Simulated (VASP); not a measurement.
## Al: single point with PBE

The system is Al.

```xyz
2
Lattice="4.0626 0.0000 0.0000 0.0000 5.7454 0.0000 -2.0313 1.4363 1.4193" Properties=species:S:1:pos:R:3 pbc="T T T"
Al    0.0000    2.8727    0.0000
Al    0.0000    0.0000    0.0000
```

```
Program             : VASP 6.6.1
Task                : single point
Functional          : PBE
Potentials or basis : VASP PAW PBE potentials, release 64 (Al)
Cutoff              : 520 eV
k mesh              : 9 × 6 × 24
Occupations         : gaussian, width 0.1 eV
Spin                : no spin polarisation
```

| Property | Result |
| --- | --- |
| Pressure | -0.2 GPa |
| Band gap on the k mesh | zero (band 3 reaches 15.33 eV, above the bottom of band 4 at 3.95 eV) |

Stress tensor (GPa, compression positive):
```
-0.83  0.00  0.27
 0.00 -0.21  0.00
 0.27  0.00  0.37
```

Levels at points of the mesh, in eV from the Fermi level:
| k point | band 1 | band 2 | band 3 | band 4 | band 5 | band 6 | band 7 |
| --- | --- | --- | --- | --- | --- | --- | --- |
| (0.00, 0.00, 0.00) | -11.12 | -2.89 | -1.57 | 5.23 | 5.51 | 5.55 | 8.99 |
| (0.00, 0.50, 0.00) | -8.86 | -8.86 | 7.37 | 7.37 | 7.43 | 7.43 | 7.57 |
| (0.00, 0.00, 0.50) | -2.98 | -2.89 | -1.69 | -1.57 | 5.23 | 5.29 | 5.43 |
| (0.00, 0.50, 0.50) | -0.90 | -0.90 | -0.82 | -0.82 | 0.15 | 0.15 | 1.08 |

Wall time 110 s on 1 thread of Intel(R) Xeon(R) 6975P-C (Granite Rapids) (shared host), peak memory 0.31 GiB.
